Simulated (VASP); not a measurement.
A run of VASP 6.6.1 is set up as follows.

File INCAR:

```
PREC     = Accurate       # precision mode
ENCUT    = 520            # plane-wave cutoff, eV
EDIFF    = 1E-6           # SCF threshold, eV
ISMEAR   = 0              # smearing method
SIGMA    = 0.1            # smearing width, eV
LREAL    = F              # projectors in reciprocal space
LASPH    = T              # aspherical terms in the spheres
NELM     = 100            # most SCF steps
ALGO     = Fast           # electronic algorithm
ISIF     = 2              # what is computed and relaxed
LWAVE    = F              # write WAVECAR
LCHARG   = T              # write CHGCAR
GGA      = PE             # functional
LELF     = T              # ELF
LVHAR    = T            
NBANDS   = 40             # bands
```

Contents of KPOINTS:

```
regular mesh
0
Gamma
  4 4 6
```

POSCAR

```
TiPt5
1.0
    5.8296847918      0.0000000000      0.0000000000
    0.0000000000      5.8296847918      0.0000000000
    0.0000000000      0.0000000000      4.6419823331
Ti Pt
1 5
Direct
    0.0000000000      0.0000000000      0.0000000000
    0.2059460758      0.5000000000      0.5000000000
    0.7940539242      0.5000000000      0.5000000000
    0.5000000000      0.2059460758      0.5000000000
    0.5000000000      0.7940539242      0.5000000000
    0.0000000000      0.0000000000      0.5000000000
```

Potentials or basis: VASP PAW PBE potentials, release 64 (Ti_sv, Pt).

Run with:

```bash
$ cat potpaw_PBE.64/Ti_sv/POTCAR potpaw_PBE.64/Pt/POTCAR > POTCAR
$ mpirun -np 1 vasp_std > vasp.out
```

Q: What does it give for the band gap on the k mesh?

A: Zero (bands 31 and 32 overlap by 0.54 eV).

Q: Predict the pressure.

A: -0.3 GPa.

Q: What does it give for the largest force?

A: 0.013 eV/Å.

Stress tensor (GPa, compression positive):
```
-0.63  0.00  0.00
 0.00 -0.63  0.00
 0.00  0.00  0.28
```

Caveat: spin-orbit coupling is left out, which moves the levels of the heavy elements.
